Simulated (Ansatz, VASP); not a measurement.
One calculation of NaHF2, two programs

Contents of INCAR:

```
PREC     = Accurate       # precision mode
ENCUT    = 520            # plane-wave cutoff, eV
EDIFF    = 1E-6           # SCF threshold, eV
ISMEAR   = -1             # smearing method
SIGMA    = 0.02           # smearing width, eV
LREAL    = False          # projectors in reciprocal space
LASPH    = True           # aspherical terms in the spheres
NELM     = 80             # most SCF steps
ALGO     = Normal         # electronic algorithm
ISIF     = 2              # what is computed and relaxed
LWAVE    = False          # write WAVECAR
LCHARG   = False          # write CHGCAR
NBANDS   = 19             # bands
```

File KPOINTS:

```
regular mesh
0
Gamma
  10 10 10
```

File POSCAR:

```
NaHF2
1.0
    1.7226644207      0.9945807670      4.6233559652
   -1.7226644207      0.9945807670      4.6233559652
    0.0000000000     -1.9891615341      4.6233559652
Na H F
1 1 2
Direct
    0.0000000000      0.0000000000      0.0000000000
    0.5000000000      0.5000000000      0.5000000000
    0.4100000000      0.4100000000      0.4100000000
    0.5900000000      0.5900000000      0.5900000000
```

Input for Ansatz:

```yaml
crystal:
  lattice:
    - [1.7226644207, 0.994580767, 4.6233559652]
    - [-1.7226644207, 0.994580767, 4.6233559652]
    - [0.0, -1.9891615341, 4.6233559652]
  atoms:
    - { symbol: Na, position: [0.0, 0.0, 0.0] }
    - { symbol: H, position: [0.5, 0.5, 0.5] }
    - { symbol: F, position: [0.41, 0.41, 0.41] }
    - { symbol: F, position: [0.59, 0.59, 0.59] }
kpoints:
  mp_grid: { grid: [10, 10, 10] }
  band_path:
    path:
      - [0.0, 0.0, 0.0]
      - [0.5, 0.5, 0.5]
      - [0.8024819821, 0.1975180179, 0.5]
      - [0.5, -0.1975180179, 0.1975180179]
      - [0.5, 0.0, 0.0]
      - [0.0, 0.0, 0.0]
      - [0.3487590089, -0.3487590089, 0.0]
      - [0.6512409911, 0.0, 0.3487590089]
      - [0.5, 0.0, 0.5]
    npoints: 5
scf:
  occupations: { method: fermi_dirac, width: 0.02 }
hamiltonian:
  xc: lda
  pseudopotentials: { kind: all_electron, lapw: { basis_error: 0.001 } }
output:
  forces: true
  stress: true
  eigenvalues: true
```

Change from the starting cell: volume scaled by 0.99.

Alike in both runs: task single point; functional LDA; k mesh 10 × 10 × 10; occupations fermi-dirac, width 0.02 eV; no spin polarisation.

|  | VASP | Ansatz |
| --- | --- | --- |
| version | VASP 6.6.1 | Ansatz 0.2.0 |
| potentials or method | VASP PAW LDA potentials, release 64 (Na_pv, H, F), cutoff 520 eV | all-electron LAPW, scalar-relativistic |

Ansatz gave:

```
gap on the k mesh at the Fermi level (eV)                     : 6.38
pressure (GPa)                                                : -6.6
traceless stress, the component that is largest in VASP (GPa) : -11.05
rms of the force components (eV/Å)                            : 0.877
```

**Question.** Estimate VASP's values.

**Answer.** gap on the k mesh at the Fermi level (eV): 6.36; pressure (GPa): -6.7; traceless stress, the component that is largest in VASP (GPa): -10.67; rms of the force components (eV/Å): 0.857.

LDA's correlation is that of Perdew and Zunger in VASP and of Perdew and Wang (1992) in Ansatz. Atom by atom the forces differ by 0.020 eV/Å (rms over components). Ansatz ran all-electron here, and VASP with PAW potentials.
